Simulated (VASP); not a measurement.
# Hf (P6_3/mmc) in VASP: notebook, part 2 of 2

VASP 6.6.1.

### Step 5. Single point, PBEsol

This run uses another cell than the first one, of 21.62 Å³/atom, 1.136 times its volume.

File INCAR:

```
  PREC = Accurate
  ENCUT = 520
  EDIFF = 1E-6
  ISMEAR = -1
  SIGMA = 0.1
  LREAL = F
  LASPH = T
  NELM = 100
  ALGO = Normal
  ISIF = 2
  LWAVE = F
  LCHARG = F
  GGA = PS
  NBANDS = 17
```

File KPOINTS:

```
Automatic mesh
0
Gamma
  19 19 10
```

File POSCAR:

```
Hf
1.0
    3.1586738339      0.0000000000      0.0000000000
   -1.5793369169      2.7354917824      0.0000000000
    0.0000000000      0.0000000000      5.0047294467
Hf
2
Direct
    0.3333333333      0.6666666667      0.2500000000
    0.6666666667      0.3333333333      0.7500000000
```

Potentials or basis: VASP PAW PBE potentials, release 64 (Hf_pv).

Command:

```console
$ cat potpaw_PBE.64/Hf_pv/POTCAR > POTCAR
$ mpirun -np 1 vasp_std > vasp.out
```

OUTCAR:

```text
PREC = Accurate
   ENCUT = 520
   EDIFF = 1E-6
   ISMEAR = -1
   LREAL = F
   LASPH = T
   NELM = 100
   ISIF = 2
   GGA = PS

 ion  position               nearest neighbor table
   1  0.333  0.667  0.250-   2 3.10   2 3.10   2 3.10   2 3.10   2 3.10   2 3.10
   2  0.667  0.333  0.750-   1 3.10   1 3.10   1 3.10   1 3.10   1 3.10   1 3.10

  LATTYP: Found a hexagonal cell.
 ALAT       =     3.1586738339
 C/A-ratio  =     1.5844400878

  Lattice vectors:

 A1 = (   3.1586738339,   0.0000000000,   0.0000000000)
 A2 = (  -1.5793369169,   2.7354917824,   0.0000000000)
 A3 = (   0.0000000000,   0.0000000000,   5.0047294467)

Analysis of symmetry for initial positions (statically):
=====================================================================
 Subroutine PRICEL returns:
 Original cell was already a primitive cell.

 Routine SETGRP: Setting up the symmetry group for a
 hexagonal supercell.

 Subroutine GETGRP returns: Found 24 space group operations
 (whereof 12 operations were pure point group operations)
 out of a pool of 24 trial point group operations.

The static configuration has the point symmetry D_3d.
 The point group associated with its full space group is D_6h.

Analysis of symmetry for dynamics (positions and initial velocities):
=====================================================================
 Subroutine PRICEL returns:
 Original cell was already a primitive cell.

 Routine SETGRP: Setting up the symmetry group for a
 hexagonal supercell.

 Subroutine GETGRP returns: Found 24 space group operations
 (whereof 12 operations were pure point group operations)
 out of a pool of 24 trial point group operations.

The dynamic configuration has the point symmetry D_3d.
 The point group associated with its full space group is D_6h.

 Subroutine INISYM returns: Found 24 space group operations
 (whereof 12 operations are pure point group operations),
 and found     1 'primitive' translations

----------------------------------------------------------------------------------------

                                     Primitive cell

  volume of cell :      43.2435

  direct lattice vectors                    reciprocal lattice vectors
     3.158673834  0.000000000  0.000000000     0.316588560  0.182782490  0.000000000
    -1.579336917  2.735491782  0.000000000     0.000000000  0.365564980  0.000000000
     0.000000000  0.000000000  5.004729447     0.000000000  0.000000000  0.199811001

  length of vectors
     3.158673834  3.158673834  5.004729447     0.365564980  0.365564980  0.199811001

  position of ions in fractional coordinates (direct lattice)
     0.333333333  0.666666667  0.250000000
     0.666666667  0.333333333  0.750000000

  ion indices of the primitive-cell ions
   primitive index   ion index
                 1           1
                 2           2

----------------------------------------------------------------------------------------

 KPOINTS: Automatic mesh

Automatic generation of k-mesh.
 Grid dimensions read from file:
 generate k-points for:   19   19   10

 Generating k-lattice:

  Cartesian coordinates                     Fractional coordinates (reciprocal lattice)
     0.016662556  0.009620131  0.000000000     0.052631579  0.000000000  0.000000000
     0.000000000  0.019240262  0.000000000     0.000000000  0.052631579  0.000000000
     0.000000000  0.000000000  0.019981100     0.000000000  0.000000000  0.100000000

  Length of vectors
     0.019240262  0.019240262  0.019981100

  Shift w.r.t. Gamma in fractional coordinates (k-lattice)
     0.000000000  0.000000000  0.000000000

 Subroutine IBZKPT returns following result:
 ===========================================

 Found    240 irreducible k-points:

 Following reciprocal coordinates:
            Coordinates               Weight
  0.000000  0.000000  0.000000      1.000000
  0.052632  0.000000  0.000000      6.000000
  0.105263  0.000000  0.000000      6.000000
  0.157895  0.000000  0.000000      6.000000
  0.210526  0.000000  0.000000      6.000000
  0.263158  0.000000  0.000000      6.000000
[... 16 lines left out ...]
  0.263158  0.105263  0.000000     12.000000
  0.315789  0.105263  0.000000     12.000000
 [... further k-points ...]
   k-points           NKPTS =    240   k-points in BZ     NKDIM =    240   number of bands    NBANDS=     17
   number of dos      NEDOS =    301   number of ions     NIONS =      2
   total plane-waves  NPLWV =  23040
   dimension x,y,z NGX =    24 NGY =   24 NGZ =   40
   dimension x,y,z NGXF=    48 NGYF=   48 NGZF=   80
   ions per type =               2
   NGX,Y,Z   is equivalent  to a cutoff of  12.63, 12.63, 13.29 a.u.
   NGXF,Y,Z  is equivalent  to a cutoff of  25.26, 25.26, 26.57 a.u.
 SYSTEM =  unknown system
   PREC   = accura    normal or accurate (medium, high low for compatibility)
   ISTART =      0    job   : 0-new  1-cont  2-samecut
   ICHARG =      2    charge: 1-file 2-atom 10-const
   ISPIN  =      1    spin polarized calculation?
   LNONCOLLINEAR =      F non collinear calculations
   LSORBIT =      F    spin-orbit coupling
   LASPH  =      T    aspherical Exc in radial PAW
   ENCUT  =  520.0 eV  38.22 Ry    6.18 a.u.   5.87  5.87  9.31*2*pi/ulx,y,z
   NELM   =    100;   NELMIN=  2; NELMDL= -5     # of ELM steps
   EDIFF  = 0.1E-05   stopping-criterion for ELM
   LREAL  =      F    real-space projection
   EDIFFG = 0.1E-04   stopping-criterion for IOM
   NSW    =      0    number of steps for IOM
   IBRION =     -1    ionic relax: 0-MD 1-quasi-New 2-CG
   NFREE  =      0    steps in history (QN), initial steepest desc. (CG)
   ISIF   =      2    stress and relaxation
   ISYM   =      2    0-nonsym 1-usesym 2-fastsym
   POTIM  = 0.5000    time-step for ionic-motion
   TEBEG  =    0.0;   TEEND  =   0.0 temperature during run
   PSTRESS=    0.0 pullay stress
   NELECT =      20.0000    total number of electrons
   NUPDOWN=      -1.0000    fix difference up-down
   EMIN   =  10.00;   EMAX   =-10.00  energy-range for DOS
   EFERMI =   0.00;   METHOD = LEGACY
   ISMEAR =    -1;   SIGMA  =   0.10  broadening in eV -4-tet -1-fermi 0-gaus
   EFERMI_NEDOS =   21; number of points for ismear=-14 and -15
   IALGO  =     38    algorithm
   IMIX   =      4    mixing-type and parameters
     AMIX     =   0.40;   BMIX     =  1.00
     AMIX_MAG =   1.60;   BMIX_MAG =  1.00
  volume/ion in A,a.u.               =      21.62       145.91
  Fermi-wavevector in a.u.,A,eV,Ry     =   1.266032  2.392453 21.807910  1.602836
  Thomas-Fermi vector in A             =   2.399254
   LORBIT       =      0    0 simple, 1 ext, 2 COOP (PROOUT), +10 PAW based schemes
   GGA     = PS    functional components
   LHFCALC =     F    Hartree Fock is set to
   AEXX    =    0.0000 exact exchange contribution
   IVDW    =     0    specifies the selected vdW correction
   LEPSILON=     F    determine dielectric tensor
   LRPA    =     F    only Hartree local field effects (RPA)
 non-spin polarized calculation
  energy-cutoff  :      520.00
  volume of cell :       43.24
 maximum number of plane-waves:      1194
 NGX is ok and might be reduce to    24
   NGX = 11   NGY = 11   NGZ = 19

 number of electron      19.9999996 magnetization

 Free energy of the ion-electron system (eV)
  ---------------------------------------------------
  ext. energy  EPLUGINS =         0.00000000
  ---------------------------------------------------
  free energy    TOTEN  =       -21.03244301 eV

  energy without entropy =      -20.97721547  energy(sigma->0) =      -21.00482924

 E-fermi :   4.9789     XC(G=0): -11.5479

 val. band max:        4.9752310167   @ k =   0.1053   0.1053   0.3000
 cond. band min:       5.0051354065   @ k =   0.1579   0.0000   0.4000
 fundamental gap:      0.0299043898
 Fermi energy:         4.9788860745

 k-point     1 :       0.0000    0.0000    0.0000
  band No.  band energies     occupation
      1     -26.0061      2.00000
      2     -25.1729      2.00000
      3     -25.1729      2.00000
      4     -25.0306      2.00000
      5     -25.0306      2.00000
      6     -25.0302      2.00000
[... 9 lines left out ...]
     16       7.7001      0.00000
     17      10.5128      0.00000

 k-point     2 :       0.0526    0.0000    0.0000
  band No.  band energies     occupation
      1     -25.9980      2.00000
      2     -25.1905      2.00000
      3     -25.1788      2.00000
      4     -25.0493      2.00000
      5     -25.0339      2.00000
      6     -25.0329      2.00000
[... 9 lines left out ...]
     16       7.6127      0.00000
     17      10.5858      0.00000
[... 421 lines left out ...]
 k-point    24 :       0.3158    0.1053    0.0000
  band No.  band energies     occupation
      1     -25.7041      2.00000
      2     -25.6749      2.00000
      3     -25.5693      2.00000
      4     -25.3627      2.00000
      5     -25.2165      2.00000
      6     -25.1565      2.00000
[... 9 lines left out ...]
     16      10.9238      0.00000
     17      11.4144      0.00000

 [... further k-points ...]
[... 5 lines left out ...]
  --------------------------------------------------------------------------------------
  -------------------------------------------------------------------------------------
  Total       -0.0984862     -0.0984862     -0.1258025     -0.0000000      0.0000000      0.0000000
  in kB       -3.6489254     -3.6489254     -4.6610005     -0.0000000      0.0000000      0.0000000
  external PRESSURE =      -3.9862837 kB  Pullay stress =       0.0000000 kB

 VOLUME and BASIS-vectors are now :
 -----------------------------------------------------------------------------
  energy-cutoff  :      520.00
  volume of cell :       43.24
      direct lattice vectors                 reciprocal lattice vectors
     3.158673834  0.000000000  0.000000000     0.316588560  0.182782490  0.000000000
    -1.579336917  2.735491782  0.000000000     0.000000000  0.365564980  0.000000000
     0.000000000  0.000000000  5.004729447     0.000000000  0.000000000  0.199811001

 POSITION                                       TOTAL-FORCE (eV/Angst)
 -----------------------------------------------------------------------------------
     -0.00000      1.82366      1.25118        -0.000000      0.000000      0.000000
      1.57934      0.91183      3.75355         0.000000     -0.000000      0.000000
 -----------------------------------------------------------------------------------
    total drift:                               -0.000000      0.000000     -0.000000

  FREE ENERGIE OF THE ION-ELECTRON SYSTEM (eV)
  ---------------------------------------------------
  free  energy   TOTEN  =       -21.0324430147 eV

  energy  without entropy=      -20.9772154676  energy(sigma->0) =      -21.00482924
```

It took 45 s on 1 thread of Intel Xeon 6975P-C (Granite Rapids), shared host; peak memory 0.26 GiB.

Results:

- Free energy: -21.0324 eV
- Pressure: -0.4 GPa
- Band gap on the k mesh: zero (band 10 reaches 6.17 eV, above the bottom of band 11 at 4.53 eV)

Caveat: the PAW data sets were made with another functional, which shifts forces and pressure a little; spin-orbit coupling is left out, which moves the levels of the heavy elements.

### Step 6. Overview

| cell | gap on the mesh (eV) | pressure (GPa) |
| --- | --- | --- |
| a = 3.027, b = 3.027, c = 4.796 Å, angles 90.0, 90.0, 120.0°, 2 atoms | none | 17.6 |
| a = 3.072, b = 3.072, c = 4.868 Å, angles 90.0, 90.0, 120.0°, 2 atoms | none | 10.5 |
| a = 3.116, b = 3.116, c = 4.937 Å, angles 90.0, 90.0, 120.0°, 2 atoms | none | 4.6 |
| a = 3.159, b = 3.159, c = 5.005 Å, angles 90.0, 90.0, 120.0°, 2 atoms | none | -0.4 |

Alike in all rows: task single point; level PBEsol; potentials or basis VASP PAW PBE potentials, release 64 (Hf_pv); no spin polarisation; k mesh 19 × 19 × 10; cutoff (eV) 520; smearing fermi-dirac 0.1 eV.

Caveats: the PAW data sets were made with another functional, which shifts forces and pressure a little; spin-orbit coupling is left out, which moves the levels of the heavy elements.

Absolute energies hang on the potentials; compare differences alone.
